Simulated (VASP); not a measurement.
C, 2 atoms in the cell. The structure is monoclinic, space group C2/m (No. 12). Conventional cell: a = 4.255 Å, b = 2.457 Å, c = 3.765 Å, α = 90.00°, β = 111.49°, γ = 90.00°. Within 1.9 Å of C (site symmetry m) lie 3 C at 1.42 Å. 

| Item | Value |
| --- | --- |
| Program | VASP 6.6.1 |
| Task | single point |
| Functional | r2SCAN-based global hybrid |
| Potentials or basis | VASP PAW PBE potentials, release 64 (C) |
| Cutoff | 520 eV |
| k mesh | 7 × 7 × 4 |
| Occupations | fermi-dirac, width 0.05 eV |
| Spin | no spin polarisation |
| Dipole correction | no |
| Grid for exact exchange (PRECFOCK) | Normal |
| Share of exact exchange | 0.5 |
| Further INCAR settings | ALGO = Normal; EDIFF = 1e-07; NBANDS = 11 |

Potentials or basis: VASP PAW PBE potentials, release 64 (C).

Run with:

```bash
$ cat potpaw_PBE.64/C/POTCAR > POTCAR
$ cp INCAR.step1 INCAR
$ mpirun -np 1 vasp_std > vasp.out
$ cp INCAR.step2 INCAR
$ mpirun -np 1 vasp_std > vasp.out
```

Hardware: 1 thread of Intel(R) Xeon(R) Platinum 8488C (Sapphire Rapids), with other jobs on the host.

How long does it take, and how much memory?

Run time: 8.5 min on 1 thread of Intel(R) Xeon(R) Platinum 8488C (Sapphire Rapids), with other jobs on the host, peak memory 0.14 GiB. Counts: k points 60.
